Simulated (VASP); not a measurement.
WC (Qusongite):

```xyz
2
Lattice="2.9635 0.0000 0.0000 -1.4818 2.5665 0.0000 0.0000 0.0000 2.8922" Properties=species:S:1:pos:R:3 pbc="T T T"
W     0.0000    0.0000    0.0000
C     1.4818    0.8555    1.4461
```

Base run:

| Property | Result |
| --- | --- |
| Program | VASP 6.6.1 |
| Functional | r2SCAN |
| Potentials or basis | VASP PAW PBE potentials, release 64 (W_sv, C) |
| Cutoff | 520 eV |
| k mesh | 10 × 10 × 9 |
| Occupations | fermi-dirac, width 0.05 eV |
| Spin | no spin polarisation |

Its results: band gap on the k mesh zero (band 9 reaches 10.82 eV, above the bottom of band 10 at 9.69 eV); pressure -18.3 GPa.

**Question.** The run is repeated on the same cell with these changes: functional from r2SCAN to PBE. What comes out?

**Answer.** Band gap on the k mesh zero (band 9 reaches 10.89 eV, above the bottom of band 10 at 9.78 eV); pressure -14.7 GPa.

Caveats: spin-orbit coupling is left out, which moves the levels of the heavy elements; the PAW data sets were made with another functional, which shifts forces and pressure a little (some runs).
